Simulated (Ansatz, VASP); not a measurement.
**Two plane-wave programs on Al2Cu**

```xyz
6
Lattice="0.0000 5.2592 5.2592 5.2592 0.0000 5.2592 5.2592 5.2592 0.0000" Properties=species:S:1:pos:R:3 pbc="T T T"
Al    1.3148    1.3148    1.3148
Al    3.9444    3.9444    1.3148
Al    3.9444    1.3148    3.9444
Al    1.3148    3.9444    3.9444
Cu    0.0000    0.0000    0.0000
Cu    2.6296    2.6296    2.6296
```

Alike in both runs: functional PBE; k mesh 6 × 6 × 6; occupations gaussian, width 0.1 eV; no spin polarisation.

Ansatz relaxed the structure, and its values are those at the end. VASP's run is a single point on that final structure, the one shown.

|  | VASP | Ansatz |
| --- | --- | --- |
| version | VASP 6.6.1 | Ansatz 0.2.0 |
| potentials or method | VASP PAW PBE potentials, release 64 (Al, Cu), cutoff 520 eV | scalar-relativistic, plane waves, PAW |
| valence electrons in the cell | 34 | 50 |

|  | VASP | Ansatz | Ansatz less VASP |
| --- | --- | --- | --- |
| gap on the k mesh at the Fermi level (eV) | none | none | - |
| pressure (GPa) | 0.1 | 0.0 | -0.10 |

A gap of «none» marks a metal or a gap that the smearing closes. VASP's potentials hold 34 valence electrons a cell and Ansatz's 50, so a difference there can come from the potentials and not from the codes.
